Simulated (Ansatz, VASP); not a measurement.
In in VASP and in Ansatz

The input INCAR:

```
PREC = Accurate
ENCUT = 600
EDIFF = 1E-6
ISMEAR = 0
SIGMA = 0.1
LREAL = F
LASPH = T
NELM = 80
ALGO = Fast
ISIF = 3
LWAVE = F
LCHARG = F
GGA = CA
IBRION = 2
NSW = 100
EDIFFG = -0.005
```

File KPOINTS:

```
regular mesh
0
Gamma
  18 18 18
```

The input POSCAR:

```
In
1.0
   -1.6254700000      1.6254700000      2.4737000000
    1.6254700000     -1.6254700000      2.4737000000
    1.6254700000      1.6254700000     -2.4737000000
In
1
Direct
    0.0000000000      0.0000000000      0.0000000000
```

Input for Ansatz:

```yaml
crystal:
  lattice:
    - [-1.62547, 1.62547, 2.4737]
    - [1.62547, -1.62547, 2.4737]
    - [1.62547, 1.62547, -2.4737]
  atoms:
    - { symbol: In, position: [0.0, 0.0, 0.0] }
basis:
  ecutwfc: 420
kpoints:
  mp_grid: { grid: [18, 18, 18] }
hamiltonian:
  xc: lda
scf:
  occupations: { method: gaussian, width: 0.1 }
output:
  forces: true
  stress: true
  eigenvalues: true
relax:
  adjacent_minimum: "off"
  f_tol: 0.005
  max_steps: 80
  cell: { stress_tol: 0.05 }
```

Alike in both runs: task relaxation of cell and atoms; functional LDA; k mesh 18 × 18 × 18; occupations gaussian, width 0.1 eV; no spin polarisation.

|  | VASP | Ansatz |
| --- | --- | --- |
| version | VASP 6.6.1 | Ansatz 0.2.0 |
| potentials or method | VASP PAW LDA potentials, release 64 (In_d), cutoff 600 eV | scalar-relativistic, plane waves, PAW |
| valence electrons in the cell | 13 | 13 |

```csv
,VASP,Ansatz,Ansatz less VASP
"gap on the k mesh at the Fermi level, each at its own relaxed structure (eV)",none,none,-
relaxed volume (Å³/atom),24.61,24.56,-0.049
relaxed length of the cell vector where the two differ most in proportion (Å),3.331,3.329,-0.0014
```

LDA's correlation is that of Perdew and Zunger in VASP and of Perdew and Wang (1992) in Ansatz. A gap of «none» marks a metal or a gap that the smearing closes.
